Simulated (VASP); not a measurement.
A run of VASP 6.6.1:

The input INCAR:

```
SYSTEM = Al
PREC = Accurate ; ENCUT = 500
EDIFF = 1E-7 ; ISMEAR = 0
SIGMA = 0.1 ; LREAL = .FALSE.
LASPH = .TRUE. ; NELM = 120
ALGO = Normal ; ISIF = 3
LWAVE = .FALSE. ; LCHARG = .FALSE.
GGA = PS ; IBRION = 2
NSW = 65 ; EDIFFG = -0.01
GGA_COMPAT = .FALSE. ; NELMIN = 4
```

The input KPOINTS:

```
Automatic mesh
0
G
  18 18 3
  0 0 0
```

The input POSCAR:

```
Al
1.0
    2.8507880184      0.0000000000      0.0000000000
   -1.4253940092      2.4688548448      0.0000000000
    0.0000000000      0.0000000000     20.8633771600
Al
9
Direct
    0.0000000000      0.0000000000      0.0000000000
    0.3333333333      0.6666666667      0.1111111111
    0.0000000000      0.0000000000      0.2222222222
    0.3333333333      0.6666666667      0.3333333333
    0.6666666667      0.3333333333      0.4444444444
    0.3333333333      0.6666666667      0.5555555556
    0.6666666667      0.3333333333      0.6666666667
    0.0000000000      0.0000000000      0.7777777778
    0.6666666667      0.3333333333      0.8888888889
```

Potentials or basis: VASP PAW PBE potentials, release 64 (Al).

The run is started by

```sh
$ cat potpaw_PBE.64/Al/POTCAR > POTCAR
$ mpirun -np 1 vasp_std > vasp.out
```

Hardware: 1 thread of AMD EPYC 9755 128-Core Processor, on a shared host.

**Question.** Estimate the wall time of this run.

**Answer.** It took 34 min on 1 thread of AMD EPYC 9755 128-Core Processor (shared host), peak memory 0.37 GiB. Counts: scf iterations 74, k points 101, ion steps 5.
